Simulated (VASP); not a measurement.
# BiTe (R-3m) in VASP: further runs, part 3 of 4

VASP 6.6.1. Earlier steps stand in the parts before.

### Step 4. Single point, r2SCAN (strain +0.050 along x and y, +0.000 along z)

Input file POSCAR:

```
BiTe
1.0
    2.5438431614      1.4686885340      3.3172919545
   -2.5438431614      1.4686885340      3.3172919545
    0.0000000000     -2.9373770681      3.3172919545
Bi Te
1 1
Direct
    0.5000000000      0.5000000000      0.5000000000
    0.0000000000      0.0000000000      0.0000000000
```

Input file INCAR.step1:

```
SYSTEM = BiTe
PREC = Accurate
ENCUT = 520
ISMEAR = 0
SIGMA = 0.15
LREAL = .FALSE.
LASPH = .TRUE.
NELM = 100
NBANDS = 18
GGA = PE
ALGO = Normal
EDIFF = 1E-4
LWAVE = .TRUE.
LCHARG = .FALSE.
```

Input file INCAR.step2:

```
SYSTEM = BiTe
PREC = Accurate
ENCUT = 520
EDIFF = 1E-6
ISMEAR = 0
SIGMA = 0.15
LREAL = .FALSE.
LASPH = .TRUE.
NELM = 100
ALGO = Normal
ISIF = 2
LWAVE = .FALSE.
LCHARG = .FALSE.
METAGGA = R2SCAN
LMIXTAU = .TRUE.
NBANDS = 18
ISTART = 1
```

Input file KPOINTS:

```
regular mesh
0
G
  12 12 12
  0 0 0
```

Potentials or basis: VASP PAW PBE potentials, release 64 (Bi_d, Te).

Started as:

```sh
> cat potpaw_PBE.64/Bi_d/POTCAR potpaw_PBE.64/Te/POTCAR > POTCAR
> cp INCAR.step1 INCAR
> mpirun -np 1 vasp_std > vasp.out
> cp INCAR.step2 INCAR
> mpirun -np 1 vasp_std > vasp.out
```

OUTCAR:

```text
SYSTEM = BiTe
   PREC = Accurate
   ENCUT = 520
   EDIFF = 1E-6
   ISMEAR = 0
   LREAL = .FALSE.
   LASPH = .TRUE.
   NELM = 100
   ISIF = 2
   METAGGA = R2SCAN
   ISTART = 1

 ion  position               nearest neighbor table
   1  0.500  0.500  0.500-   2 3.37   2 3.37   2 3.37   2 3.37   2 3.37   2 3.37
   2  0.000  0.000  0.000-   1 3.37   1 3.37   1 3.37   1 3.37   1 3.37   1 3.37

  LATTYP: Found a trigonal (rhomboedric) cell.
 ALAT       =     4.4308701122
 COS(alpha) =     0.3407765910

  Lattice vectors:

 A1 = (   2.5438431614,   1.4686885340,   3.3172919545)
 A2 = (  -2.5438431614,   1.4686885340,   3.3172919545)
 A3 = (   0.0000000000,  -2.9373770681,   3.3172919545)

Analysis of symmetry for initial positions (statically):
=====================================================================
 Subroutine PRICEL returns:
 Original cell was already a primitive cell.

 Routine SETGRP: Setting up the symmetry group for a
 trigonal (rhombohedral) supercell.

 Subroutine GETGRP returns: Found 12 space group operations
 (whereof 12 operations were pure point group operations)
 out of a pool of 12 trial point group operations.

The static configuration has the point symmetry D_3d.

Analysis of symmetry for dynamics (positions and initial velocities):
=====================================================================
 Subroutine PRICEL returns:
 Original cell was already a primitive cell.

 Routine SETGRP: Setting up the symmetry group for a
 trigonal (rhombohedral) supercell.

 Subroutine GETGRP returns: Found 12 space group operations
 (whereof 12 operations were pure point group operations)
 out of a pool of 12 trial point group operations.

The dynamic configuration has the point symmetry D_3d.

 Subroutine INISYM returns: Found 12 space group operations
 (whereof 12 operations are pure point group operations),
[... 112 lines left out ...]
   EFERMI_NEDOS =   21; number of points for ismear=-14 and -15
   IALGO  =     38    algorithm
   IMIX   =      4    mixing-type and parameters
     AMIX     =   0.40;   BMIX     =  1.00
     AMIX_MAG =   1.60;   BMIX_MAG =  1.00
  volume/ion in A,a.u.               =      37.18       250.91
  Fermi-wavevector in a.u.,A,eV,Ry     =   1.074063  2.029684 15.695824  1.153611
  Thomas-Fermi vector in A             =   2.209880
   LORBIT       =      0    0 simple, 1 ext, 2 COOP (PROOUT), +10 PAW based schemes
   METAGGA = R2SCAN    functional components
   LHFCALC =     F    Hartree Fock is set to
   AEXX    =    0.0000 exact exchange contribution
   IVDW    =     0    specifies the selected vdW correction
   LEPSILON=     F    determine dielectric tensor
   LRPA    =     F    only Hartree local field effects (RPA)
 non-spin polarized calculation
 Gauss-broadening in eV      SIGMA  =   0.15
  energy-cutoff  :      520.00
  volume of cell :       74.36
 maximum number of plane-waves:      2034
 NGX is ok and might be reduce to    36
   NGX = 17   NGY = 17   NGZ = 17

 number of electron      21.0000000 magnetization

 Free energy of the ion-electron system (eV)
  ---------------------------------------------------
  ext. energy  EPLUGINS =         0.00000000
  ---------------------------------------------------
  free energy    TOTEN  =       -83.88913901 eV

  energy without entropy =      -83.87409791  energy(sigma->0) =      -83.88161846

 E-fermi :   5.4258     XC(G=0):  -9.5842

 val. band max:        5.4224565195   @ k =  -0.2500   0.2500   0.0833
 cond. band min:       5.4268280436   @ k =  -0.4167   0.1667   0.0000
 fundamental gap:      0.0043715240
 Fermi energy:         5.4257699091

 k-point     1 :       0.0000    0.0000    0.0000
  band No.  band energies     occupation
      1     -18.5385      2.00000
      2     -18.5385      2.00000
      3     -18.5167      2.00000
      4     -18.5167      2.00000
      5     -18.5022      2.00000
      6      -7.9521      2.00000
[... 481 lines left out ...]
      5     -18.5006      2.00000
      6      -6.2219      2.00000
[... 10 lines left out ...]
     17      14.6086      0.00000
     18      15.8830      0.00000

 [... further k-points ...]

------------------------ aborting loop because EDIFF is reached ----------------------------------------

  FORCE on cell =-STRESS in cart. coord.  units (eV):
  Direction    XX          YY          ZZ          XY          YZ          ZX
  --------------------------------------------------------------------------------------
  -------------------------------------------------------------------------------------
  Total       -2.6739011     -2.6739011     -1.4912345      0.0000000      0.0000000      0.0000000
  in kB      -57.6104074    -57.6104074    -32.1293213      0.0000000      0.0000000      0.0000000
  external PRESSURE =     -49.1167120 kB  Pullay stress =       0.0000000 kB

 VOLUME and BASIS-vectors are now :
 -----------------------------------------------------------------------------
  energy-cutoff  :      520.00
  volume of cell :       74.36
      direct lattice vectors                 reciprocal lattice vectors
     2.543843161  1.468688534  3.317291954     0.196552998  0.113479926  0.100483568
    -2.543843161  1.468688534  3.317291954    -0.196552998  0.113479926  0.100483568
     0.000000000 -2.937377068  3.317291954     0.000000000 -0.226959853  0.100483568

 POSITION                                       TOTAL-FORCE (eV/Angst)
 -----------------------------------------------------------------------------------
      0.00000     -0.00000      4.97594         0.000000      0.000000     -0.000000
      0.00000      0.00000      0.00000         0.000000     -0.000000      0.000000
 -----------------------------------------------------------------------------------
    total drift:                               -0.000000     -0.000000      0.000000

  FREE ENERGIE OF THE ION-ELECTRON SYSTEM (eV)
  ---------------------------------------------------
  free  energy   TOTEN  =       -83.8891390098 eV

  energy  without entropy=      -83.8740979123  energy(sigma->0) =      -83.88161846
```

OUTCAR.step1:

```text
SYSTEM = BiTe
   PREC = Accurate
   ENCUT = 520
   ISMEAR = 0
   LREAL = .FALSE.
   LASPH = .TRUE.
[... 727 lines left out ...]
      0.00000     -0.00000      4.97594         0.000000     -0.000000      0.000000
      0.00000      0.00000      0.00000        -0.000000      0.000000     -0.000000
 -----------------------------------------------------------------------------------
    total drift:                               -0.000000     -0.000000      0.000000

  FREE ENERGIE OF THE ION-ELECTRON SYSTEM (eV)
  ---------------------------------------------------
  free  energy   TOTEN  =        -7.0730147388 eV

  energy  without entropy=       -7.0575382286  energy(sigma->0) =       -7.06527648
```

It took 5.2 min on 1 thread of Intel Xeon 6975P-C (Granite Rapids), shared host; peak memory 0.4 GiB.

Results:

```yaml
Free_energy: -83.8891 eV
Pressure: -4.9 GPa
Band_gap_on_the_k_mesh: zero (an odd number of electrons rules out a gap without spin polarisation)
```

Levels at points of the mesh, in eV from the Fermi level:
```csv
k point,band 7,band 8,band 9,band 10,band 11,band 12,band 13,band 14
"(0.00, 0.00, 0.00)",-8.85,-2.87,-2.87,-1.45,1.66,2.54,2.54,4.53
"(0.50, 0.00, 0.00)",-11.49,-1.81,-1.76,-0.97,-0.86,-0.43,0.50,6.96
"(0.50, 0.50, 0.00)",-10.30,-5.16,-4.30,-2.91,2.62,3.19,3.31,4.00
"(0.50, 0.50, 0.50)",-11.07,-2.33,-2.33,-2.27,-1.49,-1.20,-1.20,8.47
```

Caveat: the cell differs from its parent crystal (strain +0.050 along x and y, +0.000 along z); the cell stands under tension; the PAW data sets were made with another functional, which shifts forces and pressure a little; spin-orbit coupling is left out, which moves the levels of the heavy elements.

### Step 5. Single point, r2SCAN (strain +0.025 along x and y, +0.050 along z)

Input file POSCAR:

```
BiTe
1.0
    2.4832754671      1.4337197594      3.4831565522
   -2.4832754671      1.4337197594      3.4831565522
    0.0000000000     -2.8674395188      3.4831565522
Bi Te
1 1
Direct
    0.5000000000      0.5000000000      0.5000000000
    0.0000000000      0.0000000000      0.0000000000
```

Input file INCAR.step1:

```
SYSTEM = BiTe
PREC     = Accurate       ! precision mode
ENCUT    = 520            ! plane-wave cutoff, eV
ISMEAR   = 0              ! smearing method
SIGMA    = 0.15           ! smearing width, eV
LREAL    = .False.        ! projectors in reciprocal space
LASPH    = .True.         ! aspherical terms in the spheres
NELM     = 100            ! most SCF steps
NBANDS   = 18             ! bands
GGA      = PE             ! functional
ALGO     = Normal         ! electronic algorithm
EDIFF    = 1E-4           ! SCF threshold, eV
LWAVE    = .True.         ! write WAVECAR
LCHARG   = .False.        ! write CHGCAR
```

Input file INCAR.step2:

```
SYSTEM = BiTe
PREC     = Accurate       ! precision mode
ENCUT    = 520            ! plane-wave cutoff, eV
EDIFF    = 1E-6           ! SCF threshold, eV
ISMEAR   = 0              ! smearing method
SIGMA    = 0.15           ! smearing width, eV
LREAL    = .False.        ! projectors in reciprocal space
LASPH    = .True.         ! aspherical terms in the spheres
NELM     = 100            ! most SCF steps
ALGO     = Normal         ! electronic algorithm
ISIF     = 2              ! what is computed and relaxed
LWAVE    = .False.        ! write WAVECAR
LCHARG   = .True.         ! write CHGCAR
METAGGA  = R2SCAN         ! meta-GGA
LMIXTAU  = .True.       
LELF     = .True.         ! ELF
LVHAR    = .True.       
NBANDS   = 18             ! bands
ISTART   = 1
```

Input file KPOINTS:

```
Automatic mesh
0
Gamma
  12 12 12
  0 0 0
```

Potentials or basis: VASP PAW PBE potentials, release 64 (Bi_d, Te).

Started as:

```sh
> cat potpaw_PBE.64/Bi_d/POTCAR potpaw_PBE.64/Te/POTCAR > POTCAR
> cp INCAR.step1 INCAR
> mpirun -np 1 vasp_std > vasp.out
> cp INCAR.step2 INCAR
> mpirun -np 1 vasp_std > vasp.out
```

OUTCAR:

```text
SYSTEM = BiTe
   PREC = Accurate
   ENCUT = 520
   EDIFF = 1E-6
   ISMEAR = 0
   LREAL = .False.
   LASPH = .True.
   NELM = 100
   ISIF = 2
   METAGGA = R2SCAN
   ISTART = 1

 ion  position               nearest neighbor table
   1  0.500  0.500  0.500-   2 3.35   2 3.35   2 3.35   2 3.35   2 3.35   2 3.35
   2  0.000  0.000  0.000-   1 3.35   1 3.35   1 3.35   1 3.35   1 3.35   1 3.35

  LATTYP: Found a trigonal (rhomboedric) cell.
 ALAT       =     4.5116060290
 COS(alpha) =     0.3940769762

  Lattice vectors:
[... 694 lines left out ...]

  FORCE on cell =-STRESS in cart. coord.  units (eV):
  Direction    XX          YY          ZZ          XY          YZ          ZX
  --------------------------------------------------------------------------------------
  -------------------------------------------------------------------------------------
  Total       -2.2014715     -2.2014715     -1.7665626      0.0000000     -0.0000000      0.0000000
  in kB      -47.4034819    -47.4034819    -38.0387478      0.0000000     -0.0000000      0.0000000
  external PRESSURE =     -44.2819039 kB  Pullay stress =       0.0000000 kB

 VOLUME and BASIS-vectors are now :
 -----------------------------------------------------------------------------
  energy-cutoff  :      520.00
  volume of cell :       74.41
      direct lattice vectors                 reciprocal lattice vectors
     2.483275467  1.433719759  3.483156552     0.201346974  0.116247729  0.095698637
    -2.483275467  1.433719759  3.483156552    -0.201346974  0.116247729  0.095698637
     0.000000000 -2.867439519  3.483156552     0.000000000 -0.232495459  0.095698637

 POSITION                                       TOTAL-FORCE (eV/Angst)
 -----------------------------------------------------------------------------------
      0.00000      0.00000      5.22473         0.000000     -0.000000      0.000000
      0.00000      0.00000      0.00000         0.000000      0.000000     -0.000000
 -----------------------------------------------------------------------------------
    total drift:                               -0.000000     -0.000000      0.000000

  FREE ENERGIE OF THE ION-ELECTRON SYSTEM (eV)
  ---------------------------------------------------
  free  energy   TOTEN  =       -83.9257776315 eV

  energy  without entropy=      -83.9073783711  energy(sigma->0) =      -83.91657800
```

OUTCAR.step1:

```text
SYSTEM = BiTe
   PREC = Accurate
   ENCUT = 520
   ISMEAR = 0
   LREAL = .False.
   LASPH = .True.
[... 727 lines left out ...]
      0.00000      0.00000      5.22473         0.000000     -0.000000      0.000000
      0.00000      0.00000      0.00000        -0.000000      0.000000     -0.000000
 -----------------------------------------------------------------------------------
    total drift:                               -0.000000     -0.000000      0.000000

  FREE ENERGIE OF THE ION-ELECTRON SYSTEM (eV)
  ---------------------------------------------------
  free  energy   TOTEN  =        -7.1056282928 eV

  energy  without entropy=       -7.0866090295  energy(sigma->0) =       -7.09611866
```

Run time: 15 min. Hardware: 1 thread of Oxide Virtual Turin-like, shared host; peak memory 0.37 GiB.

Results:

| Property | Result |
| --- | --- |
| Free energy | -83.9258 eV |
| Pressure | -4.4 GPa |
| Band gap on the k mesh | zero (an odd number of electrons rules out a gap without spin polarisation) |

Levels at points of the mesh, in eV from the Fermi level:
```tsv
k point	band 6	band 7	band 8	band 9	band 10	band 11	band 12	band 13	band 14	band 15
(0.00, 0.00, 0.00)	-13.47	-8.78	-2.85	-2.85	-1.78	1.70	2.31	2.31	4.67	4.67
(0.50, 0.00, 0.00)	-11.69	-11.51	-1.88	-1.83	-1.25	-0.82	-0.54	0.15	7.12	7.26
(0.50, 0.50, 0.00)	-11.88	-10.33	-5.27	-4.22	-3.30	2.88	2.97	3.36	4.24	8.41
(0.50, 0.50, 0.50)	-11.45	-11.22	-2.25	-2.25	-2.14	-1.29	-1.05	-1.05	8.10	8.50
```

Caveat: the cell differs from its parent crystal (strain +0.025 along x and y, +0.050 along z); the cell stands under tension; the PAW data sets were made with another functional, which shifts forces and pressure a little; spin-orbit coupling is left out, which moves the levels of the heavy elements.

(Part 3 of 4 ends here.)
